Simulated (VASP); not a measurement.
TePb, 2 atoms in the cell. Symmetry: Fm-3m, No. 225, cubic system. Conventional cell: a = 6.366 Å, b = 6.366 Å, c = 6.366 Å, α = 90.00°, β = 90.00°, γ = 90.00°. Within 4.2 Å of Te (site symmetry m-3m) lie 6 Pb at 3.18 Å. Within 4.2 Å of Pb (site symmetry m-3m) lie 6 Te at 3.18 Å. 

```yaml
Program: VASP 6.6.1
Task: elastic constants
Functional: r2SCAN
Potentials_or_basis: VASP PAW PBE potentials, release 64 (Te, Pb_d)
Cutoff: 600 eV
k_mesh: 6 × 6 × 6
Occupations: gaussian, width 0.01 eV
Spin: no spin polarisation
Dipole_correction: no
Ions_in_elastic_constants: relaxed
Further_INCAR_settings: ALGO = Normal; EDIFF = 1e-08; IBRION = 6; POTIM = 0.015; NSW = 1; ISIF = 3
```

Potentials or basis: VASP PAW PBE potentials, release 64 (Te, Pb_d).

Command:

```console
$ cat potpaw_PBE.64/Te/POTCAR potpaw_PBE.64/Pb_d/POTCAR > POTCAR
$ mpirun -np 1 vasp_std > vasp.out
```

Hardware: 1 thread of Oxide Virtual Turin-like Processor (shared host).

Estimate the wall time of this run.

Wall time 100 min on 1 thread of Oxide Virtual Turin-like Processor, with other jobs on the host, peak memory 0.29 GiB. Counts: scf iterations 288, k points 16.
